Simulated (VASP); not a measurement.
# Si (Fm-3m) in VASP: notebook

The runs below take Si through single point, with LDA.

Everything below comes from runs of VASP 6.6.1. Logs are shortened: lines on timing, memory, paths and dates and some standing lists are left out, and cuts for length are marked.

### Step 1. The cell of the first run

It takes space group Fm-3m (No. 225, cubic). Conventional cell: a = 3.815 Å, b = 3.815 Å, c = 3.815 Å, α = 90.00°, β = 90.00°, γ = 90.00°. Within 3.6 Å of Si (site symmetry m-3m) lie 12 Si at 2.70 Å.

### Step 2. Single point, LDA

INCAR reads:

```
PREC     = Accurate       # precision mode
ENCUT    = 520            # plane-wave cutoff, eV
EDIFF    = 1E-6           # SCF threshold, eV
ISMEAR   = -1             # smearing method
SIGMA    = 0.1            # smearing width, eV
LREAL    = F              # projectors in reciprocal space
LASPH    = T              # aspherical terms in the spheres
NELM     = 60             # most SCF steps
ALGO     = Normal         # electronic algorithm
ISIF     = 2              # what is computed and relaxed
LWAVE    = F              # write WAVECAR
LCHARG   = F              # write CHGCAR
NBANDS   = 8              # bands
```

KPOINTS reads:

```
regular mesh
0
Gamma
  14 14 14
```

POSCAR reads:

```
Si
1.0
    0.0000000000      1.9074310707      1.9074310707
    1.9074310707      0.0000000000      1.9074310707
    1.9074310707      1.9074310707      0.0000000000
Si
1
Direct
    0.0000000000      0.0000000000      0.0000000000
```

Potentials or basis: VASP PAW LDA potentials, release 64 (Si).

Command:

```bash
$ cat potpaw_LDA.64/Si/POTCAR > POTCAR
$ mpirun -np 1 vasp_std > vasp.out
```

OUTCAR:

```text
PREC = Accurate
   ENCUT = 520
   EDIFF = 1E-6
   ISMEAR = -1
   LREAL = F
   LASPH = T
   NELM = 60
   ISIF = 2

 ion  position               nearest neighbor table
   1  0.000  0.000  0.000-

  LATTYP: Found a face centered cubic cell.
 ALAT       =     3.8148621414

  Lattice vectors:

 A1 = (   0.0000000000,   1.9074310707,   1.9074310707)
 A2 = (   1.9074310707,   0.0000000000,   1.9074310707)
 A3 = (   1.9074310707,   1.9074310707,   0.0000000000)

Analysis of symmetry for initial positions (statically):
=====================================================================
 Subroutine PRICEL returns:
 Original cell was already a primitive cell.

 Routine SETGRP: Setting up the symmetry group for a
 face centered cubic supercell.

 Subroutine GETGRP returns: Found 48 space group operations
[... 9 lines left out ...]

 Routine SETGRP: Setting up the symmetry group for a
 face centered cubic supercell.

 Subroutine GETGRP returns: Found 48 space group operations
[... 11 lines left out ...]
                                     Primitive cell

  volume of cell :      13.8796

  direct lattice vectors                    reciprocal lattice vectors
     0.000000000  1.907431071  1.907431071    -0.262132670  0.262132670  0.262132670
     1.907431071  0.000000000  1.907431071     0.262132670 -0.262132670  0.262132670
     1.907431071  1.907431071  0.000000000     0.262132670  0.262132670 -0.262132670

  length of vectors
     2.697514889  2.697514889  2.697514889     0.454027103  0.454027103  0.454027103

  position of ions in fractional coordinates (direct lattice)
     0.000000000  0.000000000  0.000000000

  ion indices of the primitive-cell ions
   primitive index   ion index
                 1           1

----------------------------------------------------------------------------------------

 KPOINTS: regular mesh

Automatic generation of k-mesh.
 Grid dimensions read from file:
 generate k-points for:   14   14   14

 Generating k-lattice:

  Cartesian coordinates                     Fractional coordinates (reciprocal lattice)
    -0.018723762  0.018723762  0.018723762     0.071428571  0.000000000  0.000000000
     0.018723762 -0.018723762  0.018723762     0.000000000  0.071428571  0.000000000
     0.018723762  0.018723762 -0.018723762     0.000000000  0.000000000  0.071428571

  Length of vectors
     0.032430507  0.032430507  0.032430507
[... 45 lines left out ...]
   PREC   = accura    normal or accurate (medium, high low for compatibility)
   ISTART =      0    job   : 0-new  1-cont  2-samecut
   ICHARG =      2    charge: 1-file 2-atom 10-const
   ISPIN  =      1    spin polarized calculation?
   LNONCOLLINEAR =      F non collinear calculations
   LSORBIT =      F    spin-orbit coupling
   LASPH  =      T    aspherical Exc in radial PAW
   ENCUT  =  520.0 eV  38.22 Ry    6.18 a.u.   5.02  5.02  5.02*2*pi/ulx,y,z
   NELM   =     60;   NELMIN=  2; NELMDL= -5     # of ELM steps
   EDIFF  = 0.1E-05   stopping-criterion for ELM
   LREAL  =      F    real-space projection
   EDIFFG = 0.1E-04   stopping-criterion for IOM
   NSW    =      0    number of steps for IOM
   IBRION =     -1    ionic relax: 0-MD 1-quasi-New 2-CG
   NFREE  =      0    steps in history (QN), initial steepest desc. (CG)
   ISIF   =      2    stress and relaxation
   ISYM   =      2    0-nonsym 1-usesym 2-fastsym
   POTIM  = 0.5000    time-step for ionic-motion
   TEBEG  =    0.0;   TEEND  =   0.0 temperature during run
   PSTRESS=    0.0 pullay stress
   NELECT =       4.0000    total number of electrons
   NUPDOWN=      -1.0000    fix difference up-down
   EMIN   =  10.00;   EMAX   =-10.00  energy-range for DOS
   EFERMI =   0.00;   METHOD = LEGACY
   ISMEAR =    -1;   SIGMA  =   0.10  broadening in eV -4-tet -1-fermi 0-gaus
   EFERMI_NEDOS =   21; number of points for ismear=-14 and -15
   IALGO  =     38    algorithm
   IMIX   =      4    mixing-type and parameters
     AMIX     =   0.40;   BMIX     =  1.00
     AMIX_MAG =   1.60;   BMIX_MAG =  1.00
  volume/ion in A,a.u.               =      13.88        93.66
  Fermi-wavevector in a.u.,A,eV,Ry     =   1.081358  2.043469 15.909757  1.169334
  Thomas-Fermi vector in A             =   2.217372
   LORBIT       =      0    0 simple, 1 ext, 2 COOP (PROOUT), +10 PAW based schemes
   GGA     = CA    functional components
   LHFCALC =     F    Hartree Fock is set to
   AEXX    =    0.0000 exact exchange contribution
   IVDW    =     0    specifies the selected vdW correction
   LEPSILON=     F    determine dielectric tensor
   LRPA    =     F    only Hartree local field effects (RPA)
 non-spin polarized calculation
  energy-cutoff  :      520.00
  volume of cell :       13.88
 maximum number of plane-waves:       388
   NGX =  9   NGY =  9   NGZ =  9

 number of electron       4.0000000 magnetization

 Free energy of the ion-electron system (eV)
  ---------------------------------------------------
  ext. energy  EPLUGINS =         0.00000000
  ---------------------------------------------------
  free energy    TOTEN  =        -5.51311140 eV

  energy without entropy =       -5.49900923  energy(sigma->0) =       -5.50606031

 E-fermi :  10.7133     XC(G=0): -11.4334

 val. band max:       10.6921481043   @ k =  -0.2857   0.2857   0.0714
 cond. band min:      10.7153578532   @ k =   0.4286   0.2857   0.0000
 fundamental gap:      0.0232097489
 Fermi energy:        10.7132712856

 k-point     1 :       0.0000    0.0000    0.0000
  band No.  band energies     occupation
      1      -4.0918      2.00000
      2      22.1613      0.00000
      3      22.1613      0.00000
      4      22.1613      0.00000
      5      22.7644      0.00000
      6      22.7644      0.00000
      7      22.7644      0.00000
      8      28.3679      0.00000
[... 243 lines left out ...]
 k-point    24 :       0.2857    0.1429    0.0000
  band No.  band energies     occupation
      1      -1.8682      2.00000
      2      12.9763      0.00000
      3      17.1285      0.00000
      4      18.6393      0.00000
      5      20.2092      0.00000
      6      23.7460      0.00000
      7      27.9089      0.00000
      8      28.4885      0.00000

 [... further k-points ...]
[... 5 lines left out ...]
  --------------------------------------------------------------------------------------
  -------------------------------------------------------------------------------------
  Total        0.0021571      0.0021571      0.0021571     -0.0000000     -0.0000000      0.0000000
  in kB        0.2489998      0.2489998      0.2489998     -0.0000000     -0.0000000      0.0000000
  external PRESSURE =       0.2489998 kB  Pullay stress =       0.0000000 kB

 VOLUME and BASIS-vectors are now :
 -----------------------------------------------------------------------------
  energy-cutoff  :      520.00
  volume of cell :       13.88
      direct lattice vectors                 reciprocal lattice vectors
     0.000000000  1.907431071  1.907431071    -0.262132670  0.262132670  0.262132670
     1.907431071  0.000000000  1.907431071     0.262132670 -0.262132670  0.262132670
     1.907431071  1.907431071  0.000000000     0.262132670  0.262132670 -0.262132670

 POSITION                                       TOTAL-FORCE (eV/Angst)
 -----------------------------------------------------------------------------------
      0.00000      0.00000      0.00000         0.000000      0.000000      0.000000
 -----------------------------------------------------------------------------------
    total drift:                               -0.000000      0.000000     -0.000000

  FREE ENERGIE OF THE ION-ELECTRON SYSTEM (eV)
  ---------------------------------------------------
  free  energy   TOTEN  =        -5.5131113954 eV

  energy  without entropy=       -5.4990092339  energy(sigma->0) =       -5.50606031
```

It took 4.4 s on 1 thread of AMD EPYC 9R45 (Zen 5), shared host; peak memory 0.08 GiB.

What came out:

| Property | Result |
| --- | --- |
| Free energy | -5.5131 eV |
| Pressure | 0.0 GPa |
| Band gap on the k mesh | zero (band 2 reaches 22.16 eV, above the bottom of band 3 at 7.79 eV) |

Levels at points of the mesh, in eV from the Fermi level:
```tsv
k point	band 1	band 2	band 3	band 4	band 5	band 6	band 7
(0.00, 0.00, 0.00)	-14.81	11.45	11.45	11.45	12.05	12.05	12.05
(0.50, 0.00, 0.00)	-7.73	-7.19	8.80	8.80	10.95	10.95	13.65
(0.50, 0.50, 0.00)	-5.54	-4.56	3.26	3.26	4.37	7.00	24.89
```

### Step 3. Single point, LDA (volume scaled by 0.88)

INCAR reads:

```
SYSTEM = Si
PREC = Accurate ; ENCUT = 520
EDIFF = 1E-6 ; ISMEAR = -1
SIGMA = 0.1 ; LREAL = .False.
LASPH = .True. ; NELM = 100
ALGO = Normal ; ISIF = 2
LWAVE = .False. ; LCHARG = .False.
GGA = CA ; NBANDS = 8
```

KPOINTS reads:

```
Automatic mesh
0
Gamma
  16 16 16
  0 0 0
```

POSCAR reads:

```
Si
1.0
    0.0000000000      1.8278606216      1.8278606216
    1.8278606216      0.0000000000      1.8278606216
    1.8278606216      1.8278606216      0.0000000000
Si
1
Direct
    0.0000000000      0.0000000000      0.0000000000
```

Potentials or basis: VASP PAW LDA potentials, release 64 (Si).

Command:

```bash
$ cat potpaw_LDA.64/Si/POTCAR > POTCAR
$ mpirun -np 1 vasp_std > vasp.out
```

Run time: 5.9 s. Hardware: 1 thread of AMD EPYC 9R45 (Zen 5), shared host; peak memory 0.09 GiB.

Results (log left out):

```yaml
Free_energy: -5.4378 eV
Pressure: 15.7 GPa
Band_gap_on_the_k_mesh: zero (band 2 reaches 25.12 eV, above the bottom of band 3 at 9.20 eV)
```

Levels at points of the mesh, in eV from the Fermi level:
```csv
k point,band 1,band 2,band 3,band 4,band 5,band 6,band 7
"(0.00, 0.00, 0.00)",-16.10,12.53,12.53,12.53,13.10,13.10,13.10
"(0.50, 0.00, 0.00)",-8.17,-8.09,10.04,10.04,11.31,11.31,15.18
"(0.50, 0.50, 0.00)",-6.22,-4.71,3.65,3.65,4.08,7.91,26.76
```
